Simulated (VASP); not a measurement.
# LiTlTe2 (P-4m2) in VASP: single point with HSE06

Aim: the single point of LiTlTe2 with HSE06.

Everything below comes from runs of VASP 6.6.1. Logs are shortened: lines on timing, memory, paths and dates and some standing lists are left out, and cuts for length are marked.

## 1. The cell of the first run

Symmetry: P-4m2, No. 115, tetragonal system. Conventional cell: a = 4.598 Å, b = 4.598 Å, c = 6.473 Å, α = 90.00°, β = 90.00°, γ = 90.00°. Within 3.6 Å of Li (site symmetry -4m2) lie 4 Te at 2.74 Å. Te (site symmetry 2mm) has 2 Li at 2.74 Å and 2 Tl at 2.88 Å within 3.6 Å. Tl (site symmetry -4m2) has 4 Te at 2.88 Å within 3.8 Å.

## 2. Single point, HSE06

POSCAR reads:

```
LiTlTe2
1.0
    4.5980008036      0.0000000000      0.0000000000
    0.0000000000      4.5980008036      0.0000000000
    0.0000000000      0.0000000000      6.4734598086
Li Te Tl
1 2 1
Direct
    0.0000000000      0.0000000000      0.0000000000
    0.0000000000      0.5000000000      0.2309160995
    0.5000000000      0.0000000000      0.7690839005
    0.5000000000      0.5000000000      0.5000000000
```

INCAR.step1 reads:

```
SYSTEM = LiTlTe2
PREC = Accurate ; ENCUT = 520
EDIFF = 1E-5 ; ISMEAR = 0
SIGMA = 0.01 ; LREAL = .False.
LASPH = .True. ; NELM = 60
ALGO = Normal ; ISIF = 2
LWAVE = .True. ; LCHARG = .False.
NBANDS = 22 ; GGA = PE
```

INCAR.step2 reads:

```
SYSTEM = LiTlTe2
PREC = Accurate ; ENCUT = 520
EDIFF = 1E-6 ; ISMEAR = 0
SIGMA = 0.01 ; LREAL = .False.
LASPH = .True. ; NELM = 60
ALGO = Normal ; ISIF = 2
LWAVE = .False. ; LCHARG = .False.
GGA = PE ; LHFCALC = .True.
HFSCREEN = 0.2079 ; PRECFOCK = Normal
NBANDS = 22 ; ISTART = 1
```

KPOINTS reads:

```
regular mesh
0
Gamma
  4 4 2
  0 0 0
```

Potentials or basis: VASP PAW PBE potentials, release 64 (Li_sv, Te, Tl_d).

Command:

```bash
cat potpaw_PBE.64/Li_sv/POTCAR potpaw_PBE.64/Te/POTCAR potpaw_PBE.64/Tl_d/POTCAR > POTCAR
cp INCAR.step1 INCAR
mpirun -np 1 vasp_std > vasp.out
cp INCAR.step2 INCAR
mpirun -np 1 vasp_std > vasp.out
```

OUTCAR:

```text
SYSTEM = LiTlTe2
   PREC = Accurate
   ENCUT = 520
   EDIFF = 1E-6
   ISMEAR = 0
   LREAL = .False.
   LASPH = .True.
   NELM = 60
   ISIF = 2
   GGA = PE
   LHFCALC = .True.
   HFSCREEN = 0.2079
   PRECFOCK = Normal
   ISTART = 1

 ion  position               nearest neighbor table
   1  0.000  0.000  0.000-   2 2.74   3 2.74   2 2.74   3 2.74
   2  0.000  0.500  0.231-   1 2.74   1 2.74   4 2.88   4 2.88
   3  0.500  0.000  0.769-   1 2.74   1 2.74   4 2.88   4 2.88
   4  0.500  0.500  0.500-   2 2.88   3 2.88   3 2.88   2 2.88

  LATTYP: Found a simple tetragonal cell.
 ALAT       =     4.5980008036
 C/A-ratio  =     1.4078857497

  Lattice vectors:

 A1 = (   4.5980008036,   0.0000000000,   0.0000000000)
 A2 = (   0.0000000000,   4.5980008036,   0.0000000000)
 A3 = (   0.0000000000,   0.0000000000,   6.4734598086)

Analysis of symmetry for initial positions (statically):
=====================================================================
 Subroutine PRICEL returns:
 Original cell was already a primitive cell.

 Routine SETGRP: Setting up the symmetry group for a
 simple tetragonal supercell.

 Subroutine GETGRP returns: Found  8 space group operations
 (whereof  8 operations were pure point group operations)
 out of a pool of 16 trial point group operations.

The static configuration has the point symmetry D_2d.

Analysis of symmetry for dynamics (positions and initial velocities):
=====================================================================
 Subroutine PRICEL returns:
 Original cell was already a primitive cell.

 Routine SETGRP: Setting up the symmetry group for a
 simple tetragonal supercell.

 Subroutine GETGRP returns: Found  8 space group operations
 (whereof  8 operations were pure point group operations)
 out of a pool of 16 trial point group operations.

The dynamic configuration has the point symmetry D_2d.

 Subroutine INISYM returns: Found  8 space group operations
 (whereof  8 operations are pure point group operations),
 and found     1 'primitive' translations

----------------------------------------------------------------------------------------

                                     Primitive cell

  volume of cell :     136.8594

  direct lattice vectors                    reciprocal lattice vectors
     4.598000804  0.000000000  0.000000000     0.217485825  0.000000000  0.000000000
     0.000000000  4.598000804  0.000000000     0.000000000  0.217485825  0.000000000
     0.000000000  0.000000000  6.473459809     0.000000000  0.000000000  0.154476899

  length of vectors
     4.598000804  4.598000804  6.473459809     0.217485825  0.217485825  0.154476899

  position of ions in fractional coordinates (direct lattice)
     0.000000000  0.000000000  0.000000000
     0.000000000  0.500000000  0.230916099
     0.500000000  0.000000000  0.769083900
     0.500000000  0.500000000  0.500000000

  ion indices of the primitive-cell ions
   primitive index   ion index
                 1           1
                 2           2
                 3           3
                 4           4

----------------------------------------------------------------------------------------

 KPOINTS: regular mesh

Automatic generation of k-mesh.
 Grid dimensions read from file:
 generate k-points for:    4    4    2

 Generating k-lattice:

  Cartesian coordinates                     Fractional coordinates (reciprocal lattice)
     0.054371456  0.000000000  0.000000000     0.250000000  0.000000000  0.000000000
     0.000000000  0.054371456  0.000000000     0.000000000  0.250000000  0.000000000
     0.000000000  0.000000000  0.077238450     0.000000000  0.000000000  0.500000000

  Length of vectors
     0.054371456  0.054371456  0.077238450

  Shift w.r.t. Gamma in fractional coordinates (k-lattice)
     0.000000000  0.000000000  0.000000000

 Subroutine IBZKPT returns following result:
 ===========================================

 Found     12 irreducible k-points:

 Following reciprocal coordinates:
            Coordinates               Weight
  0.000000  0.000000  0.000000      1.000000
  0.250000  0.000000  0.000000      4.000000
  0.500000  0.000000  0.000000      2.000000
  0.250000  0.250000  0.000000      4.000000
  0.500000  0.250000  0.000000      4.000000
  0.500000  0.500000  0.000000      1.000000
  0.000000  0.000000  0.500000      1.000000
  0.250000  0.000000  0.500000      4.000000
  0.500000  0.000000  0.500000      2.000000
  0.250000  0.250000  0.500000      4.000000
  0.500000  0.250000  0.500000      4.000000
  0.500000  0.500000  0.500000      1.000000
   k-points           NKPTS =     12   k-points in BZ     NKDIM =     32   number of bands    NBANDS=     22
   number of dos      NEDOS =    301   number of ions     NIONS =      4
   total plane-waves  NPLWV =  62208
   dimension x,y,z NGX =    36 NGY =   36 NGZ =   48
   dimension x,y,z NGXF=    72 NGYF=   72 NGZF=   96
   ions per type =               1   2   1
   NGX,Y,Z   is equivalent  to a cutoff of  13.02, 13.02, 12.33 a.u.
   NGXF,Y,Z  is equivalent  to a cutoff of  26.03, 26.03, 24.65 a.u.
 SYSTEM =  LiTlTe2
   PREC   = accura    normal or accurate (medium, high low for compatibility)
   ISTART =      1    job   : 0-new  1-cont  2-samecut
   ICHARG =      0    charge: 1-file 2-atom 10-const
   ISPIN  =      1    spin polarized calculation?
   LNONCOLLINEAR =      F non collinear calculations
   LSORBIT =      F    spin-orbit coupling
   LASPH  =      T    aspherical Exc in radial PAW
   ENCUT  =  520.0 eV  38.22 Ry    6.18 a.u.   8.55  8.55 12.04*2*pi/ulx,y,z
   NELM   =     60;   NELMIN=  2; NELMDL=  0     # of ELM steps
   EDIFF  = 0.1E-05   stopping-criterion for ELM
   LREAL  =      F    real-space projection
   EDIFFG = 0.1E-04   stopping-criterion for IOM
   NSW    =      0    number of steps for IOM
   IBRION =     -1    ionic relax: 0-MD 1-quasi-New 2-CG
   NFREE  =      0    steps in history (QN), initial steepest desc. (CG)
   ISIF   =      2    stress and relaxation
   ISYM   =      3    0-nonsym 1-usesym 2-fastsym
   POTIM  = 0.5000    time-step for ionic-motion
   TEBEG  =    0.0;   TEEND  =   0.0 temperature during run
   PSTRESS=    0.0 pullay stress
   NELECT =      28.0000    total number of electrons
   NUPDOWN=      -1.0000    fix difference up-down
   EMIN   =  10.00;   EMAX   =-10.00  energy-range for DOS
   EFERMI =   0.00;   METHOD = LEGACY
   ISMEAR =     0;   SIGMA  =   0.01  broadening in eV -4-tet -1-fermi 0-gaus
   EFERMI_NEDOS =   21; number of points for ismear=-14 and -15
   IALGO  =     38    algorithm
   IMIX   =      1    mixing-type and parameters
     AMIX     =   0.40;   BMIX     =  1.00
     AMIX_MAG =   1.60;   BMIX_MAG =  1.00
  volume/ion in A,a.u.               =      34.21       230.89
  Fermi-wavevector in a.u.,A,eV,Ry     =   0.964649  1.822922 12.660871  0.930548
  Thomas-Fermi vector in A             =   2.094298
   LORBIT       =      0    0 simple, 1 ext, 2 COOP (PROOUT), +10 PAW based schemes
   GGA     = PE    functional components
   LHFCALC =     T    Hartree Fock is set to
   PRECFOCK=normal    Normal, Fast or Accurate (Low or Medium for compatibility)
   ENCUT4O =  -1.0   cutoff for four orbital integrals eV
   NKREDX  =     1    reduce k-point grid by
   NKREDY  =     1    reduce k-point grid by
   NKREDZ  =     1    reduce k-point grid by
   AEXX    =    0.2500 exact exchange contribution
   HFSCREEN=    0.2079 screening length (either q_TF or 0.3 A-1)
   HFSCREENC=   0.2079 screening length for correlation (either q_TF or 0.3 A-1)
   ENCUTFOCK=  -1.0 apply spherical cutoff to Coloumb kernel
   IVDW    =     0    specifies the selected vdW correction
   LEPSILON=     F    determine dielectric tensor
   LRPA    =     F    only Hartree local field effects (RPA)
 non-spin polarized calculation
 Gauss-broadening in eV      SIGMA  =   0.01
  energy-cutoff  :      520.00
  volume of cell :      136.86
 maximum number of plane-waves:      3700
 NGX is ok and might be reduce to    36
  NGX = 28; NGY = 28; NGZ = 40

 number of electron      28.0000006 magnetization

 Free energy of the ion-electron system (eV)
  ---------------------------------------------------
  ext. energy  EPLUGINS =         0.00000000
  ---------------------------------------------------
  free energy    TOTEN  =       -14.52503341 eV

  energy without entropy =      -14.52503341  energy(sigma->0) =      -14.52503341

 E-fermi :   2.4637     XC(G=0):  -6.7315

 val. band max:        2.2657376546   @ k =   0.0000   0.0000   0.0000
 cond. band min:       2.9842699528   @ k =   0.0000   0.0000   0.0000
 fundamental gap:      0.7185322983
 Fermi energy:         2.4637462212

 k-point     1 :       0.0000    0.0000    0.0000
  band No.  band energies     occupation
      1     -46.0926      2.00000
      2     -10.5133      2.00000
      3     -10.2323      2.00000
      4     -10.2323      2.00000
      5     -10.1385      2.00000
      6     -10.0719      2.00000
[... 14 lines left out ...]
     21      10.7787      0.00000
     22      12.6035      0.00000

 k-point     2 :       0.2500    0.0000    0.0000
  band No.  band energies     occupation
      1     -46.0926      2.00000
      2     -10.5151      2.00000
      3     -10.3477      2.00000
      4     -10.2303      2.00000
      5     -10.1310      2.00000
      6     -10.0812      2.00000
[... 14 lines left out ...]
     21      10.9477      0.00000
     22      10.9752      0.00000

 k-point     3 :       0.5000    0.0000    0.0000
  band No.  band energies     occupation
      1     -46.0925      2.00000
      2     -10.5395      2.00000
      3     -10.3908      2.00000
      4     -10.2282      2.00000
      5     -10.1240      2.00000
      6     -10.0905      2.00000
[... 14 lines left out ...]
     21       9.8368      0.00000
     22      10.4226      0.00000

 k-point     4 :       0.2500    0.2500    0.0000
  band No.  band energies     occupation
      1     -46.0925      2.00000
      2     -10.5104      2.00000
      3     -10.4264      2.00000
      4     -10.2069      2.00000
      5     -10.1240      2.00000
      6     -10.0918      2.00000
[... 14 lines left out ...]
     21       9.8246      0.00000
     22      10.1234      0.00000

 k-point     5 :       0.5000    0.2500    0.0000
  band No.  band energies     occupation
      1     -46.0925      2.00000
      2     -10.5300      2.00000
      3     -10.4618      2.00000
      4     -10.1873      2.00000
      5     -10.1168      2.00000
      6     -10.1022      2.00000
[... 14 lines left out ...]
     21      10.8394      0.00000
     22      11.4614      0.00000

 k-point     6 :       0.5000    0.5000    0.0000
  band No.  band energies     occupation
      1     -46.0925      2.00000
      2     -10.5205      2.00000
      3     -10.5205      2.00000
      4     -10.1503      2.00000
      5     -10.1136      2.00000
      6     -10.1110      2.00000
[... 14 lines left out ...]
     21      12.4299      0.00000
     22      12.4300      0.00000

 k-point     7 :       0.0000    0.0000    0.5000
  band No.  band energies     occupation
      1     -46.0926      2.00000
      2     -10.5409      2.00000
      3     -10.2333      2.00000
      4     -10.2333      2.00000
      5     -10.1323      2.00000
      6     -10.0719      2.00000
[... 14 lines left out ...]
     21       9.5718      0.00000
     22      10.5454      0.00000

 k-point     8 :       0.2500    0.0000    0.5000
  band No.  band energies     occupation
      1     -46.0926      2.00000
      2     -10.5361      2.00000
      3     -10.3370      2.00000
      4     -10.2312      2.00000
      5     -10.1261      2.00000
      6     -10.0812      2.00000
[... 14 lines left out ...]
     21       9.7546      0.00000
     22       9.7621      0.00000

 k-point     9 :       0.5000    0.0000    0.5000
  band No.  band energies     occupation
      1     -46.0926      2.00000
      2     -10.5473      2.00000
      3     -10.3912      2.00000
      4     -10.2289      2.00000
      5     -10.1198      2.00000
      6     -10.0904      2.00000
[... 14 lines left out ...]
     21      10.4183      0.00000
     22      10.6675      0.00000

 k-point    10 :       0.2500    0.2500    0.5000
  band No.  band energies     occupation
      1     -46.0925      2.00000
      2     -10.5284      2.00000
      3     -10.4181      2.00000
      4     -10.2074      2.00000
      5     -10.1204      2.00000
      6     -10.0916      2.00000
[... 14 lines left out ...]
     21       9.5487      0.00000
     22      10.3301      0.00000

 k-point    11 :       0.5000    0.2500    0.5000
  band No.  band energies     occupation
      1     -46.0925      2.00000
      2     -10.5369      2.00000
      3     -10.4653      2.00000
      4     -10.1876      2.00000
      5     -10.1139      2.00000
      6     -10.1019      2.00000
[... 14 lines left out ...]
     21      10.2406      0.00000
     22      11.0305      0.00000

 k-point    12 :       0.5000    0.5000    0.5000
  band No.  band energies     occupation
      1     -46.0925      2.00000
      2     -10.5267      2.00000
      3     -10.5267      2.00000
      4     -10.1505      2.00000
      5     -10.1133      2.00000
      6     -10.1089      2.00000
[... 14 lines left out ...]
     21       9.7559      0.00000
     22      10.6703      0.00000

------------------------ aborting loop because EDIFF is reached ----------------------------------------

  FORCE on cell =-STRESS in cart. coord.  units (eV):
  Direction    XX          YY          ZZ          XY          YZ          ZX
  --------------------------------------------------------------------------------------
  -------------------------------------------------------------------------------------
  Total       -0.3387511     -0.3387511     -0.5181024      0.0000000      0.0000000     -0.0000000
  in kB       -3.9656712     -3.9656712     -6.0652910      0.0000000      0.0000000     -0.0000000
  external PRESSURE =      -4.6655444 kB  Pullay stress =       0.0000000 kB

 VOLUME and BASIS-vectors are now :
 -----------------------------------------------------------------------------
  energy-cutoff  :      520.00
  volume of cell :      136.86
      direct lattice vectors                 reciprocal lattice vectors
     4.598000804  0.000000000  0.000000000     0.217485825  0.000000000  0.000000000
     0.000000000  4.598000804  0.000000000     0.000000000  0.217485825  0.000000000
     0.000000000  0.000000000  6.473459809     0.000000000  0.000000000  0.154476899

 POSITION                                       TOTAL-FORCE (eV/Angst)
 -----------------------------------------------------------------------------------
      0.00000      0.00000      0.00000         0.000000      0.000000      0.000000
      0.00000      2.29900      1.49483        -0.000000     -0.000000      0.116748
      2.29900      0.00000      4.97863        -0.000000     -0.000000     -0.116748
      2.29900      2.29900      3.23673        -0.000000      0.000000      0.000000
 -----------------------------------------------------------------------------------
    total drift:                               -0.000001      0.000000      0.000006

  FREE ENERGIE OF THE ION-ELECTRON SYSTEM (eV)
  ---------------------------------------------------
  free  energy   TOTEN  =       -14.5250334150 eV

  energy  without entropy=      -14.5250334150  energy(sigma->0) =      -14.52503341
```

Wall time 40 min (1 thread of Intel Xeon 8259CL, shared host); peak memory 0.41 GiB.

What came out:

```
Free energy            : -14.5250 eV
Largest force          : 0.117 eV/Å
Band gap on the k mesh : 0.72 eV
```

Forces on the atoms (eV/Å):
```
Li   0.000  0.000  0.000
Te   0.000  0.000  0.117
Te   0.000  0.000 -0.117
Tl   0.000  0.000  0.000
```

Caveat: the k points lie up to 0.49 Å⁻¹ apart; the cutoff is under 1.25 times the usual one of these potentials, so pressure, stress and relaxed cells hold a basis-set (Pulay) error; the PAW data sets were made with another functional, which shifts forces and pressure a little; spin-orbit coupling is left out, which moves the levels of the heavy elements. A k mesh can miss the band edges.
